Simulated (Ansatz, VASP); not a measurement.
**Two plane-wave programs on Sb**

```
Sb
1.0
     3.13879    0.00000    0.00000
     0.00000    3.13879    0.00000
     0.00000    0.00000    3.13879
Sb
1
Cartesian
  0.0000 0.0000 0.0000
```

Alike in both runs: task single point; functional PBE0; k mesh 4 × 4 × 4; occupations fermi-dirac, width 0.05 eV; no spin polarisation.

|  | VASP | Ansatz |
| --- | --- | --- |
| version | VASP 6.6.1 | Ansatz 0.2.0 |
| potentials or method | VASP PAW PBE potentials, release 64 (Sb) | Ansatz PAW |
| plane-wave cutoff (eV) | 520 | 420 |
| valence electrons in the cell | 5 | 15 |

|  | VASP | Ansatz | Ansatz less VASP |
| --- | --- | --- | --- |
| gap on the k mesh at the Fermi level (eV) | none | none | - |
| pressure (GPa) | -5.9 | -4.8 | +1.04 |

A gap of «none» marks a metal or a gap that the smearing closes. VASP's potentials hold 5 valence electrons a cell and Ansatz's 15, so a difference there can come from the potentials and not from the codes.

The k mesh is coarse, so the values compare programs but aren't converged. Neither program's run includes spin-orbit coupling.
